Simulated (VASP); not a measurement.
# HfO2: density of states with PBE

Crystal: HfO2.

```
CELL_PARAMETERS angstrom
0.00000 2.54881 2.54881
2.54881 0.00000 2.54881
2.54881 2.54881 0.00000
ATOMIC_POSITIONS crystal
Hf 0.00000 0.00000 0.00000
O 0.25000 0.25000 0.25000
O 0.75000 0.75000 0.75000
```

```yaml
Program: VASP 6.6.1
Task: density of states
Functional: PBE
Potentials_or_basis: VASP PAW PBE potentials, release 64 (Hf_pv, O)
Cutoff: 520 eV
k_mesh: 8 × 8 × 8
Occupations: gaussian, width 0.02 eV
Spin: no spin polarisation
Dipole_correction: no
k_mesh_for_the_DOS: 12 × 12 × 12
Occupations_for_the_DOS: tetrahedron
Further_INCAR_settings: ALGO = Normal; EDIFF = 1e-06; NBANDS = 18
```

```json
{"Valence electrons inside the program's atomic spheres": "Hf 8.18; O 5.10"}
```

Levels at points of the mesh, in eV from the valence-band top:
```
           k point  band 7  band 8  band 9  band 10  band 11  band 12  band 13  band 14  band 15  band 16
(0.00, 0.00, 0.00)   -5.24   -5.24   -0.60    -0.60    -0.60     3.84     3.84     5.71    10.22    10.22
(0.50, 0.00, 0.00)   -4.22   -3.02   -2.69    -1.81    -1.81     4.55     4.55     6.83     9.01     9.21
(0.50, 0.50, 0.00)   -3.42   -3.42   -1.50    -1.50     0.00     3.76     5.42     6.49     8.02     8.02
```

It took 18 s on 1 thread of Intel(R) Xeon(R) 6975P-C (Granite Rapids), on a shared host, peak memory 0.17 GiB.

Caveat: spin-orbit coupling is left out, which moves the levels of the heavy elements.
